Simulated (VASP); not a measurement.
# C: single point with PBE

Crystal: C.

```xyz
2
Lattice="2.1273 -1.2283 0.0000 2.1273 1.2283 0.0000 -1.3791 0.0000 3.5028" Properties=species:S:1:pos:R:3 pbc="T T T"
C    -0.6699    0.0000    3.5025
C     3.5455    0.0000    0.0003
```

* Program: VASP 6.6.1
* Task: single point
* Functional: PBE
* Potentials or basis: VASP PAW PBE potentials, release 64 (C)
* Cutoff: 600 eV
* k mesh: 8 × 8 × 5
* Occupations: fermi-dirac, width 0.03 eV
* Spin: no spin polarisation
* Dipole correction: no
* Further INCAR settings: ALGO = Normal; EDIFF = 1e-06; NBANDS = 11

```yaml
Pressure: 3.8 GPa
Largest_force: 0.006 eV/Å
```

Forces in eV/Å, atoms in the order of the input:
```
C   -0.005  0.000  0.003
C    0.005  0.000 -0.003
```

Stress tensor (GPa, compression positive):
```
 4.88  0.00 -0.03
 0.00  4.86  0.00
-0.03  0.00  1.69
```

It took 28 s on 1 thread of Intel Xeon 8259CL, on a shared host, peak memory 0.14 GiB.

Caveat: the cell stands under pressure; this functional lacks dispersion, which binds layers or chains, so the pressure and a relaxed spacing across them are unreliable.
